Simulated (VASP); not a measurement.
# ZnS (F-43m) in VASP: notebook, part 2 of 2

VASP 6.6.1.

### 3 Single point, PBE (volume scaled by 0.99)

INCAR reads:

```
SYSTEM = ZnS
PREC = Accurate ; ENCUT = 520
EDIFF = 1E-7 ; ISMEAR = -1
SIGMA = 0.01 ; LREAL = .FALSE.
LASPH = .TRUE. ; NELM = 100
ALGO = Normal ; ISIF = 2
LWAVE = .FALSE. ; LCHARG = .TRUE.
GGA = PE ; LELF = .TRUE.
LVHAR = .TRUE. ; NBANDS = 16
```

KPOINTS reads:

```
regular mesh
0
G
  8 8 8
  0 0 0
```

POSCAR reads:

```
ZnS
1.0
    0.0000000000      2.6956042803      2.6956042803
    2.6956042803      0.0000000000      2.6956042803
    2.6956042803      2.6956042803      0.0000000000
Zn S
1 1
Direct
    0.0000000000      0.0000000000      0.0000000000
    0.7500000000      0.7500000000      0.7500000000
```

Potentials or basis: VASP PAW PBE potentials, release 64 (Zn, S).

The run is started by

```bash
$ cat potpaw_PBE.64/Zn/POTCAR potpaw_PBE.64/S/POTCAR > POTCAR
$ mpirun -np 1 vasp_std > vasp.out
```

OUTCAR:

```text
SYSTEM = ZnS
   PREC = Accurate
   ENCUT = 520
   EDIFF = 1E-7
   ISMEAR = -1
   LREAL = .FALSE.
   LASPH = .TRUE.
   NELM = 100
   ISIF = 2
   GGA = PE

 ion  position               nearest neighbor table
   1  0.000  0.000  0.000-   2 2.33   2 2.33   2 2.33   2 2.33
   2  0.750  0.750  0.750-   1 2.33   1 2.33   1 2.33   1 2.33

  LATTYP: Found a face centered cubic cell.
 ALAT       =     5.3912085606

  Lattice vectors:

 A1 = (   0.0000000000,   2.6956042803,   2.6956042803)
[... 624 lines left out ...]
      3      -4.0068      2.00000
      4      -3.7435      2.00000
      5      -3.6747      2.00000
      6      -3.4141      2.00000
[... 8 lines left out ...]
     15      15.6649      0.00000
     16      16.4673      0.00000

 [... further k-points ...]
[... 5 lines left out ...]
  --------------------------------------------------------------------------------------
  -------------------------------------------------------------------------------------
  Total        0.5670583      0.5670583      0.5670583     -0.0000000     -0.0000000      0.0000000
  in kB       23.1920902     23.1920902     23.1920902     -0.0000000     -0.0000000      0.0000000
  external PRESSURE =      23.1920902 kB  Pullay stress =       0.0000000 kB

 VOLUME and BASIS-vectors are now :
 -----------------------------------------------------------------------------
  energy-cutoff  :      520.00
  volume of cell :       39.17
      direct lattice vectors                 reciprocal lattice vectors
     0.000000000  2.695604280  2.695604280    -0.185487167  0.185487167  0.185487167
     2.695604280  0.000000000  2.695604280     0.185487167 -0.185487167  0.185487167
     2.695604280  2.695604280  0.000000000     0.185487167  0.185487167 -0.185487167

 POSITION                                       TOTAL-FORCE (eV/Angst)
 -----------------------------------------------------------------------------------
      0.00000      0.00000      0.00000        -0.000000     -0.000000     -0.000000
      4.04341      4.04341      4.04341         0.000000      0.000000      0.000000
 -----------------------------------------------------------------------------------
    total drift:                               -0.000001     -0.000001     -0.000001

  FREE ENERGIE OF THE ION-ELECTRON SYSTEM (eV)
  ---------------------------------------------------
  free  energy   TOTEN  =        -6.8434707001 eV

  energy  without entropy=       -6.8434707001  energy(sigma->0) =       -6.84347070
```

OSZICAR:

```text
N       E                     dE             d eps       ncg     rms          rms(c)
DAV:   1     0.888159085847E+02    0.88816E+02   -0.90184E+03   936   0.135E+03
DAV:   2    -0.163244893876E+01   -0.90448E+02   -0.85189E+02  1072   0.259E+02
DAV:   3    -0.721134678668E+01   -0.55789E+01   -0.55560E+01  1136   0.629E+01
DAV:   4    -0.727041653257E+01   -0.59070E-01   -0.59055E-01  1136   0.681E+00
DAV:   5    -0.727108854637E+01   -0.67201E-03   -0.67200E-03  1176   0.691E-01    0.697E+00
DAV:   6    -0.686424709709E+01    0.40684E+00   -0.73365E-01  1352   0.301E+01    0.544E+00
DAV:   7    -0.684380718144E+01    0.20440E-01   -0.25432E-01  1104   0.455E+00    0.275E+00
DAV:   8    -0.684307570442E+01    0.73148E-03   -0.51347E-03  1168   0.884E-01    0.724E-01
DAV:   9    -0.684330912968E+01   -0.23343E-03   -0.12662E-03  1120   0.283E-01    0.984E-02
DAV:  10    -0.684347961450E+01   -0.17048E-03   -0.23638E-04  1120   0.125E-01    0.472E-02
DAV:  11    -0.684347004044E+01    0.95741E-05   -0.31609E-05  1128   0.624E-02    0.806E-03
DAV:  12    -0.684347044408E+01   -0.40364E-06   -0.34502E-06  1208   0.182E-02    0.437E-03
DAV:  13    -0.684347072286E+01   -0.27878E-06   -0.76771E-07  1088   0.614E-03    0.283E-03
DAV:  14    -0.684347070013E+01    0.22737E-07   -0.19129E-08   880   0.262E-03
   1 F= -.68434707E+01 E0= -.68434707E+01  d E =-.436574E-11
```

stdout:

```text
POSCAR found type information on POSCAR ZnS
 POSCAR found :  2 types and       2 ions
 scaLAPACK will be used
 LDA part: xc-table for (Slater+PW92), standard interpolation
 POSCAR, INCAR and KPOINTS ok, starting setup
 FFT: planning ... GRIDC
 FFT: planning ... GRID_SOFT
 FFT: planning ... GRID
 WAVECAR not read
 entering main loop
```

Run time: 11 s. Hardware: 1 thread of AMD EPYC 9R45 (Zen 5), shared host; peak memory 0.13 GiB.

What came out:

```yaml
Free_energy: -6.8435 eV
Pressure: 2.3 GPa
Band_gap_on_the_k_mesh: 2.15 eV, direct
```

Levels at points of the mesh, in eV from the valence-band top:
```
           k point  band 5  band 6  band 7  band 8  band 9  band 10  band 11  band 12  band 13  band 14
(0.00, 0.00, 0.00)   -5.86   -5.86    0.00    0.00    0.00     2.15     6.39     6.39     6.39    11.77
(0.50, 0.00, 0.00)   -5.83   -5.66   -5.34   -0.88   -0.88     3.32     6.92     6.92     8.90    12.20
(0.50, 0.50, 0.00)   -5.78   -5.64   -4.59   -2.25   -2.25     3.39     4.07    11.03    12.02    12.02
```
